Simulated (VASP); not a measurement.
# InGa3P4: single point with PBE

The system is InGa3P4.

```
Ga In P
1.0
     4.05035    0.00000    0.00000
     0.00000    4.05470    5.73858
     0.00000   -4.05470    5.73858
Ga In P
3 1 4
Cartesian
  0.0000 0.0000 -0.0036
  2.0252 -2.0291 2.8707
  2.0252 2.0291 2.8707
  0.0000 0.0000 5.7317
  2.0252 0.0000 1.4353
  0.0000 -2.1082 4.2459
  0.0000 2.1082 4.2459
  2.0252 0.0000 7.2963
```

```json
{
 "Program": "VASP 6.6.1",
 "Task": "single point",
 "Functional": "PBE",
 "Potentials or basis": "VASP PAW PBE potentials, release 64 (Ga_d, In_d, P)",
 "Cutoff": "520 eV",
 "k mesh": "6 × 4 × 4",
 "Occupations": "gaussian, width 0.01 eV",
 "Spin": "no spin polarisation",
 "Dipole correction": "no",
 "Further INCAR settings": "ALGO = Normal; EDIFF = 1e-06; NBANDS = 46"
}
```

| Property | Result |
| --- | --- |
| Pressure | -3.6 GPa |
| Largest force | 0.068 eV/Å |
| Band gap on the k mesh | 0.52 eV |

Forces on the atoms (eV/Å):
```
Ga   0.000  0.000 -0.043
Ga   0.000 -0.068  0.000
Ga   0.000  0.068  0.000
In   0.000  0.000  0.043
P    0.000  0.000  0.000
P    0.000  0.047  0.031
P    0.000 -0.047  0.031
P    0.000  0.000 -0.062
```

Levels at points of the mesh, in eV from the valence-band top:
```
           k point  band 32  band 33  band 34  band 35  band 36  band 37  band 38  band 39  band 40  band 41
(0.00, 0.00, 0.00)    -1.05    -0.90    -0.09    -0.09     0.00     0.52     1.14     1.41     1.80     1.96
(0.50, 0.00, 0.00)    -2.97    -2.95    -2.78    -1.25    -0.94     2.53     3.08     4.15     4.17     4.42
(0.00, 0.50, 0.00)    -1.75    -0.78    -0.78    -0.50    -0.40     1.33     1.81     2.19     2.71     4.30
(0.50, 0.50, 0.00)    -2.67    -1.94    -1.91    -1.75    -1.54     2.15     2.16     2.59     2.62     4.18
(0.00, 0.50, 0.50)    -1.66    -1.45    -1.30    -1.25    -0.78     2.06     2.20     2.54     2.91     3.19
(0.50, 0.50, 0.50)    -2.31    -1.22    -1.02    -0.98    -0.85     1.06     1.30     1.78     1.79     1.86
```

It took 3.9 min on 1 thread of Intel(R) Xeon(R) Platinum 8375C CPU @ 2.90GHz (Ice Lake) (shared host), peak memory 0.41 GiB.

Caveat: the cell stands under tension; semilocal functionals underestimate gaps, and a narrow one can read as zero; spin-orbit coupling is left out, which moves the levels of the heavy elements.
